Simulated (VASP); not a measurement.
# WC (P-6m2) in VASP: notebook

Aim: see how the results for WC move with the level of theory and the settings. Levels: PBE0, PBEsol, PBE-based screened hybrid with 25 % exact exchange. Tasks: single point.

Everything below comes from runs of VASP 6.6.1. Logs are shortened: lines on timing, memory, paths and dates and some standing lists are left out, and cuts for length are marked.

## (1) The cell of the first run

It takes space group P-6m2 (No. 187, hexagonal). The conventional cell has a = 2.907 Å, b = 2.907 Å, c = 2.837 Å, α = 90.00°, β = 90.00°, γ = 120.00°. Within 3.0 Å of W (site symmetry -6m2) lie 6 C at 2.20 Å and 8 W at 2.84 to 2.91 Å. Within 3.0 Å of C (site symmetry -6m2) lie 6 W at 2.20 Å and 8 C at 2.84 to 2.91 Å.

## (2) Single point, PBE0

The input, POSCAR:

```
WC
1.0
    2.9065000000      0.0000000000      0.0000000000
   -1.4532500000      2.5171028361      0.0000000000
    0.0000000000      0.0000000000      2.8366000000
W C
1 1
Direct
    0.0000000000      0.0000000000      0.0000000000
    0.6666666667      0.3333333333      0.5000000000
```

The input, INCAR.step1:

```
SYSTEM = WC
PREC     = Accurate       ! precision mode
ENCUT    = 520            ! plane-wave cutoff, eV
EDIFF    = 1E-5           ! SCF threshold, eV
ISMEAR   = -1             ! smearing method
SIGMA    = 0.1            ! smearing width, eV
LREAL    = .False.        ! projectors in reciprocal space
LASPH    = .True.         ! aspherical terms in the spheres
NELM     = 80             ! most SCF steps
ALGO     = Normal         ! electronic algorithm
ISIF     = 2              ! what is computed and relaxed
LWAVE    = .True.         ! write WAVECAR
GGA      = PE             ! functional
NBANDS   = 16             ! bands
```

The input, INCAR.step2:

```
SYSTEM = WC
PREC     = Accurate       ! precision mode
ENCUT    = 520            ! plane-wave cutoff, eV
EDIFF    = 1E-6           ! SCF threshold, eV
ISMEAR   = -1             ! smearing method
SIGMA    = 0.1            ! smearing width, eV
LREAL    = .False.        ! projectors in reciprocal space
LASPH    = .True.         ! aspherical terms in the spheres
NELM     = 80             ! most SCF steps
ALGO     = Normal         ! electronic algorithm
ISIF     = 2              ! what is computed and relaxed
LWAVE    = .False.        ! write WAVECAR
LCHARG   = .True.         ! write CHGCAR
GGA      = PE             ! functional
LHFCALC  = .True.         ! exact exchange
AEXX     = 0.25           ! exact-exchange fraction
PRECFOCK = Normal       
LELF     = .True.         ! ELF
LVHAR    = .True.       
ISTART   = 1            
NBANDS   = 16             ! bands
```

The input, KPOINTS:

```
Automatic mesh
0
Gamma
  5 5 5
  0 0 0
```

Potentials or basis: VASP PAW PBE potentials, release 64 (W_sv, C).

Launch:

```console
$ cat potpaw_PBE.64/W_sv/POTCAR potpaw_PBE.64/C/POTCAR > POTCAR
$ cp INCAR.step1 INCAR
$ mpirun -np 1 vasp_std > vasp.out
$ cp INCAR.step2 INCAR
$ mpirun -np 1 vasp_std > vasp.out
```

OUTCAR:

```text
SYSTEM = WC
   PREC = Accurate
   ENCUT = 520
   EDIFF = 1E-6
   ISMEAR = -1
   LREAL = .False.
   LASPH = .True.
   NELM = 80
   ISIF = 2
   GGA = PE
   LHFCALC = .True.
   AEXX = 0.25
   PRECFOCK = Normal
   ISTART = 1

 ion  position               nearest neighbor table
   1  0.000  0.000  0.000-   2 2.20   2 2.20   2 2.20   2 2.20   2 2.20   2 2.20
   2  0.667  0.333  0.500-   1 2.20   1 2.20   1 2.20   1 2.20   1 2.20   1 2.20

  LATTYP: Found a hexagonal cell.
 ALAT       =     2.9065000000
 C/A-ratio  =     0.9759504559

  Lattice vectors:

 A1 = (   2.9065000000,   0.0000000000,   0.0000000000)
 A2 = (  -1.4532500000,   2.5171028361,   0.0000000000)
 A3 = (   0.0000000000,   0.0000000000,   2.8366000000)

Analysis of symmetry for initial positions (statically):
=====================================================================
 Subroutine PRICEL returns:
 Original cell was already a primitive cell.

 Routine SETGRP: Setting up the symmetry group for a
 hexagonal supercell.

 Subroutine GETGRP returns: Found 12 space group operations
 (whereof 12 operations were pure point group operations)
 out of a pool of 24 trial point group operations.

The static configuration has the point symmetry D_3h.

Analysis of symmetry for dynamics (positions and initial velocities):
=====================================================================
 Subroutine PRICEL returns:
 Original cell was already a primitive cell.

 Routine SETGRP: Setting up the symmetry group for a
 hexagonal supercell.

 Subroutine GETGRP returns: Found 12 space group operations
 (whereof 12 operations were pure point group operations)
 out of a pool of 24 trial point group operations.

The dynamic configuration has the point symmetry D_3h.

 Subroutine INISYM returns: Found 12 space group operations
 (whereof 12 operations are pure point group operations),
 and found     1 'primitive' translations

----------------------------------------------------------------------------------------

                                     Primitive cell

  volume of cell :      20.7525

  direct lattice vectors                    reciprocal lattice vectors
     2.906500000  0.000000000  0.000000000     0.344056425  0.198641070  0.000000000
    -1.453250000  2.517102836  0.000000000     0.000000000  0.397282139  0.000000000
     0.000000000  0.000000000  2.836600000     0.000000000  0.000000000  0.352534725

  length of vectors
     2.906500000  2.906500000  2.836600000     0.397282139  0.397282139  0.352534725

  position of ions in fractional coordinates (direct lattice)
     0.000000000  0.000000000  0.000000000
     0.666666667  0.333333333  0.500000000

  ion indices of the primitive-cell ions
   primitive index   ion index
                 1           1
                 2           2

----------------------------------------------------------------------------------------

 KPOINTS: Automatic mesh

Automatic generation of k-mesh.
 Grid dimensions read from file:
 generate k-points for:    5    5    5

 Generating k-lattice:

  Cartesian coordinates                     Fractional coordinates (reciprocal lattice)
     0.068811285  0.039728214  0.000000000     0.200000000  0.000000000  0.000000000
     0.000000000  0.079456428  0.000000000     0.000000000  0.200000000  0.000000000
     0.000000000  0.000000000  0.070506945     0.000000000  0.000000000  0.200000000

  Length of vectors
     0.079456428  0.079456428  0.070506945

  Shift w.r.t. Gamma in fractional coordinates (k-lattice)
     0.000000000  0.000000000  0.000000000

 Subroutine IBZKPT returns following result:
 ===========================================

 Found     15 irreducible k-points:

 Following reciprocal coordinates:
            Coordinates               Weight
  0.000000  0.000000  0.000000      1.000000
  0.200000 -0.000000  0.000000      6.000000
  0.400000  0.000000  0.000000      6.000000
  0.200000  0.200000  0.000000      6.000000
  0.400000  0.200000  0.000000      6.000000
  0.000000  0.000000  0.200000      2.000000
  0.200000 -0.000000  0.200000     12.000000
  0.400000  0.000000  0.200000     12.000000
  0.200000  0.200000  0.200000     12.000000
  0.400000  0.200000  0.200000     12.000000
  0.000000  0.000000  0.400000      2.000000
  0.200000 -0.000000  0.400000     12.000000
  0.400000  0.000000  0.400000     12.000000
  0.200000  0.200000  0.400000     12.000000
  0.400000  0.200000  0.400000     12.000000
   k-points           NKPTS =     15   k-points in BZ     NKDIM =    125   number of bands    NBANDS=     16
   number of dos      NEDOS =    301   number of ions     NIONS =      2
   total plane-waves  NPLWV =  13824
   dimension x,y,z NGX =    24 NGY =   24 NGZ =   24
   dimension x,y,z NGXF=    48 NGYF=   48 NGZF=   48
   ions per type =               1   1
   NGX,Y,Z   is equivalent  to a cutoff of  13.73, 13.73, 14.07 a.u.
   NGXF,Y,Z  is equivalent  to a cutoff of  27.46, 27.46, 28.13 a.u.
 SYSTEM =  WC
   PREC   = accura    normal or accurate (medium, high low for compatibility)
   ISTART =      1    job   : 0-new  1-cont  2-samecut
   ICHARG =      0    charge: 1-file 2-atom 10-const
   ISPIN  =      1    spin polarized calculation?
   LNONCOLLINEAR =      F non collinear calculations
   LSORBIT =      F    spin-orbit coupling
   LASPH  =      T    aspherical Exc in radial PAW
   ENCUT  =  520.0 eV  38.22 Ry    6.18 a.u.   5.40  5.40  5.27*2*pi/ulx,y,z
   NELM   =     80;   NELMIN=  2; NELMDL=  0     # of ELM steps
   EDIFF  = 0.1E-05   stopping-criterion for ELM
   LREAL  =      F    real-space projection
   EDIFFG = 0.1E-04   stopping-criterion for IOM
   NSW    =      0    number of steps for IOM
   IBRION =     -1    ionic relax: 0-MD 1-quasi-New 2-CG
   NFREE  =      0    steps in history (QN), initial steepest desc. (CG)
   ISIF   =      2    stress and relaxation
   ISYM   =      3    0-nonsym 1-usesym 2-fastsym
   POTIM  = 0.5000    time-step for ionic-motion
   TEBEG  =    0.0;   TEEND  =   0.0 temperature during run
   PSTRESS=    0.0 pullay stress
   NELECT =      18.0000    total number of electrons
   NUPDOWN=      -1.0000    fix difference up-down
   EMIN   =  10.00;   EMAX   =-10.00  energy-range for DOS
   EFERMI =   0.00;   METHOD = LEGACY
   ISMEAR =    -1;   SIGMA  =   0.10  broadening in eV -4-tet -1-fermi 0-gaus
   EFERMI_NEDOS =   21; number of points for ismear=-14 and -15
   IALGO  =     38    algorithm
   IMIX   =      1    mixing-type and parameters
     AMIX     =   0.40;   BMIX     =  1.00
     AMIX_MAG =   1.60;   BMIX_MAG =  1.00
  volume/ion in A,a.u.               =      10.38        70.02
  Fermi-wavevector in a.u.,A,eV,Ry     =   1.561262  2.950358 33.164744  2.437540
  Thomas-Fermi vector in A             =   2.664353
   LORBIT       =      0    0 simple, 1 ext, 2 COOP (PROOUT), +10 PAW based schemes
   GGA     = PE    functional components
   LHFCALC =     T    Hartree Fock is set to
   PRECFOCK=normal    Normal, Fast or Accurate (Low or Medium for compatibility)
   ENCUT4O =  -1.0   cutoff for four orbital integrals eV
   NKREDX  =     1    reduce k-point grid by
   NKREDY  =     1    reduce k-point grid by
   NKREDZ  =     1    reduce k-point grid by
   AEXX    =    0.2500 exact exchange contribution
   HFSCREEN=    0.0000 screening length (either q_TF or 0.3 A-1)
   HFSCREENC=   0.0000 screening length for correlation (either q_TF or 0.3 A-1)
   ENCUTFOCK=  -1.0 apply spherical cutoff to Coloumb kernel
   IVDW    =     0    specifies the selected vdW correction
   LEPSILON=     F    determine dielectric tensor
   LRPA    =     F    only Hartree local field effects (RPA)
 non-spin polarized calculation
  energy-cutoff  :      520.00
  volume of cell :       20.75
 maximum number of plane-waves:       575
 NGX is ok and might be reduce to    24
  NGX = 18; NGY = 18; NGZ = 16

 number of electron      18.0000000 magnetization

 Free energy of the ion-electron system (eV)
  ---------------------------------------------------
  ext. energy  EPLUGINS =         0.00000000
  ---------------------------------------------------
  free energy    TOTEN  =       -27.71269581 eV

  energy without entropy =      -27.71253564  energy(sigma->0) =      -27.71261573

 E-fermi :  11.1855     XC(G=0): -10.8252

 val. band max:       10.5189980736   @ k =   0.0000   0.0000   0.0000
 cond. band min:      11.7766033708   @ k =   0.0000   0.0000   0.2000
 fundamental gap:      1.2576052972
 Fermi energy:        11.1855176938

 k-point     1 :       0.0000    0.0000    0.0000
  band No.  band energies     occupation
      1     -67.7066      2.00000
      2     -30.1906      2.00000
      3     -30.0506      2.00000
      4     -30.0506      2.00000
      5      -5.8469      2.00000
      6       5.5247      2.00000
[... 8 lines left out ...]
     15      26.7399      0.00000
     16      29.1306      0.00000

 k-point     2 :       0.2000   -0.0000    0.0000
  band No.  band energies     occupation
      1     -67.6827      2.00000
      2     -30.3931      2.00000
      3     -30.1422      2.00000
      4     -30.1290      2.00000
      5      -4.7734      2.00000
      6       4.6996      2.00000
[... 8 lines left out ...]
     15      26.0646      0.00000
     16      30.9464      0.00000

 k-point     3 :       0.4000    0.0000    0.0000
  band No.  band energies     occupation
      1     -67.6440      2.00000
      2     -30.9143      2.00000
      3     -30.2541      2.00000
      4     -30.0647      2.00000
      5      -2.6506      2.00000
      6       2.7211      2.00000
[... 8 lines left out ...]
     15      26.4587      0.00000
     16      29.7845      0.00000
[... 191 lines left out ...]
 k-point    14 :       0.2000    0.2000    0.4000
  band No.  band energies     occupation
      1     -67.6089      2.00000
      2     -30.8110      2.00000
      3     -30.6219      2.00000
      4     -30.2295      2.00000
      5      -2.1584      2.00000
      6       3.5348      2.00000
[... 8 lines left out ...]
     15      26.3849      0.00000
     16      28.6190      0.00000

 k-point    15 :       0.4000    0.2000    0.4000
  band No.  band energies     occupation
      1     -67.5895      2.00000
      2     -30.7736      2.00000
      3     -30.7560      2.00000
      4     -30.3825      2.00000
      5      -2.0850      2.00000
      6       2.9254      2.00000
[... 8 lines left out ...]
     15      25.2955      0.00000
     16      26.1569      0.00000

------------------------ aborting loop because EDIFF is reached ----------------------------------------

  FORCE on cell =-STRESS in cart. coord.  units (eV):
  Direction    XX          YY          ZZ          XY          YZ          ZX
  --------------------------------------------------------------------------------------
  -------------------------------------------------------------------------------------
  Total       -0.2263081     -0.2263081     -0.8882006      0.0000000      0.0000000      0.0000000
  in kB      -17.4719474    -17.4719474    -68.5728594      0.0000000      0.0000000      0.0000000
  external PRESSURE =     -34.5055848 kB  Pullay stress =       0.0000000 kB

 VOLUME and BASIS-vectors are now :
 -----------------------------------------------------------------------------
  energy-cutoff  :      520.00
  volume of cell :       20.75
      direct lattice vectors                 reciprocal lattice vectors
     2.906500000  0.000000000  0.000000000     0.344056425  0.198641070  0.000000000
    -1.453250000  2.517102836  0.000000000     0.000000000  0.397282139  0.000000000
     0.000000000  0.000000000  2.836600000     0.000000000  0.000000000  0.352534725

 POSITION                                       TOTAL-FORCE (eV/Angst)
 -----------------------------------------------------------------------------------
      0.00000      0.00000      0.00000         0.000000     -0.000000      0.000000
      1.45325      0.83903      1.41830        -0.000000      0.000000      0.000000
 -----------------------------------------------------------------------------------
    total drift:                                0.000000      0.000000      0.000000

  FREE ENERGIE OF THE ION-ELECTRON SYSTEM (eV)
  ---------------------------------------------------
  free  energy   TOTEN  =       -27.7126958106 eV

  energy  without entropy=      -27.7125356443  energy(sigma->0) =      -27.71261573
```

Run time: 10 min. Hardware: 1 thread of Intel Xeon Platinum 8488C (Sapphire Rapids), shared host; peak memory 0.15 GiB.

Results:

```yaml
Free_energy: -27.7127 eV
Pressure: -3.5 GPa
Band_gap_on_the_k_mesh: zero (bands 9 and 10 overlap by 1.59 eV)
```

Caveat: the k points lie up to 0.50 Å⁻¹ apart, too coarse for converged energies and pressures of a metal; the PAW data sets were made with another functional, which shifts forces and pressure a little; spin-orbit coupling is left out, which moves the levels of the heavy elements.

## (3) Single point, PBEsol, non-collinear spin, zero start, spin-orbit coupling

The input, INCAR:

```
ALGO     = Normal         # electronic algorithm
EDIFF    = 1E-7           # SCF threshold, eV
ENCUT    = 520            # plane-wave cutoff, eV
GGA      = PS             # functional
GGA_COMPAT= F            
ISIF     = 2              # what is computed and relaxed
ISMEAR   = 0              # smearing method
LASPH    = T              # aspherical terms in the spheres
LCHARG   = F              # write CHGCAR
LMAXMIX  = 4              # l up to which the mixer works
LORBIT   = 11             # projections on sites
LORBMOM  = T            
LREAL    = F              # projectors in reciprocal space
LSORBIT  = T              # spin-orbit coupling
LWAVE    = F              # write WAVECAR
MAGMOM   = 0 0 0 0 0 0    # initial moments
NBANDS   = 30             # bands
NELM     = 150            # most SCF steps
PREC     = Accurate       # precision mode
SIGMA    = 0.05           # smearing width, eV
```

The input, KPOINTS:

```
k-points
0
Gamma
  14 14 13
```

POSCAR is that of step 2.

Potentials or basis: VASP PAW PBE potentials, release 64 (W_sv, C).

Launch:

```console
$ cat potpaw_PBE.64/W_sv/POTCAR potpaw_PBE.64/C/POTCAR > POTCAR
$ mpirun -np 1 vasp_ncl > vasp.out
```

OUTCAR:

```text
EDIFF = 1E-7
   ENCUT = 520
   GGA = PS
   ISIF = 2
   ISMEAR = 0
   LASPH = T
   LORBIT = 11
   LREAL = F
   LSORBIT = T
   NELM = 150
   PREC = Accurate

 ion  position               nearest neighbor table
   1  0.000  0.000  0.000-   2 2.20   2 2.20   2 2.20   2 2.20   2 2.20   2 2.20
   2  0.667  0.333  0.500-   1 2.20   1 2.20   1 2.20   1 2.20   1 2.20   1 2.20

  LATTYP: Found a hexagonal cell.
 ALAT       =     2.9065000000
 C/A-ratio  =     0.9759504559

  Lattice vectors:

 A1 = (   2.9065000000,   0.0000000000,   0.0000000000)
 A2 = (  -1.4532500000,   2.5171028361,   0.0000000000)
 A3 = (   0.0000000000,   0.0000000000,   2.8366000000)

Analysis of symmetry for initial positions (statically):
=====================================================================
 Subroutine PRICEL returns:
 Original cell was already a primitive cell.

 Routine SETGRP: Setting up the symmetry group for a
 hexagonal supercell.

 Subroutine GETGRP returns: Found 12 space group operations
[... 1056 lines left out ...]
 l=   3
     0.0000000     0.0000000     0.0000000     0.0000000     0.0000000     0.0000000     0.0000000
     0.0000000     0.0000000     0.0000000     0.0000000     0.0000000     0.0000000     0.0000000
     0.0000000     0.0000000     0.0000000     0.0000000     0.0000000     0.0000000     0.0000000
     0.0000000     0.0000000     0.0000000     0.0000000     0.0000000     0.0000000     0.0000000
     0.0000000     0.0000000     0.0000000     0.0000000     0.0000000     0.0000000     0.0000000
     0.0000000     0.0000000     0.0000000     0.0000000     0.0000000     0.0000000     0.0000000
     0.0000000     0.0000000     0.0000000     0.0000000     0.0000000     0.0000000     0.0000000

 Ion:    2  E_soc:     -0.0002819
 l=   1
     0.0000000    -0.0000486    -0.0000437
    -0.0000486     0.0000000    -0.0000486
    -0.0000437    -0.0000486     0.0000000
 l=   2
     0.0000000     0.0000000     0.0000000     0.0000000     0.0000000
     0.0000000     0.0000000     0.0000000     0.0000000     0.0000000
     0.0000000     0.0000000     0.0000000     0.0000000     0.0000000
     0.0000000     0.0000000     0.0000000     0.0000000     0.0000000
     0.0000000     0.0000000     0.0000000     0.0000000     0.0000000
 l=   3
     0.0000000     0.0000000     0.0000000     0.0000000     0.0000000     0.0000000     0.0000000
     0.0000000     0.0000000     0.0000000     0.0000000     0.0000000     0.0000000     0.0000000
     0.0000000     0.0000000     0.0000000     0.0000000     0.0000000     0.0000000     0.0000000
     0.0000000     0.0000000     0.0000000     0.0000000     0.0000000     0.0000000     0.0000000
     0.0000000     0.0000000     0.0000000     0.0000000     0.0000000     0.0000000     0.0000000
     0.0000000     0.0000000     0.0000000     0.0000000     0.0000000     0.0000000     0.0000000
     0.0000000     0.0000000     0.0000000     0.0000000     0.0000000     0.0000000     0.0000000

 total charge

# of ion       s       p       d       tot
------------------------------------------
    1        2.351   6.432   3.428  12.211
    2        0.848   1.561   0.000   2.409
--------------------------------------------------
tot          3.199   7.993   3.428  14.620

 magnetization (x)

# of ion       s       p       d       tot
------------------------------------------
    1        0.000  -0.000   0.000  -0.000
    2        0.000  -0.000   0.000  -0.000
--------------------------------------------------
tot          0.000  -0.000   0.000  -0.000

 magnetization (y)

# of ion       s       p       d       tot
------------------------------------------
    1       -0.000   0.000   0.000   0.000
    2        0.000   0.000   0.000   0.000
--------------------------------------------------
tot         -0.000   0.000   0.000   0.000

 magnetization (z)

# of ion       s       p       d       tot
------------------------------------------
    1        0.000  -0.000   0.000  -0.000
    2        0.000   0.000   0.000   0.000
--------------------------------------------------
tot          0.000  -0.000   0.000  -0.000
```

It took 5.3 min on 1 thread of Intel Xeon Platinum 8488C (Sapphire Rapids), shared host; peak memory 0.39 GiB.

What came out:

```
Free energy                                           : -24.6537 eV
Pressure                                              : -1.5 GPa
Net moment                                            : 0.00 μB per cell
Valence electrons inside the program's atomic spheres : W 12.21; C 2.41
```

Moments on the atoms (μB; x, y, z):
```
W   0.00 0.00 0.00
C   0.00 0.00 0.00
```

Caveat: the PAW data sets were made with another functional, which shifts forces and pressure a little.

[end of part 1 of 2]
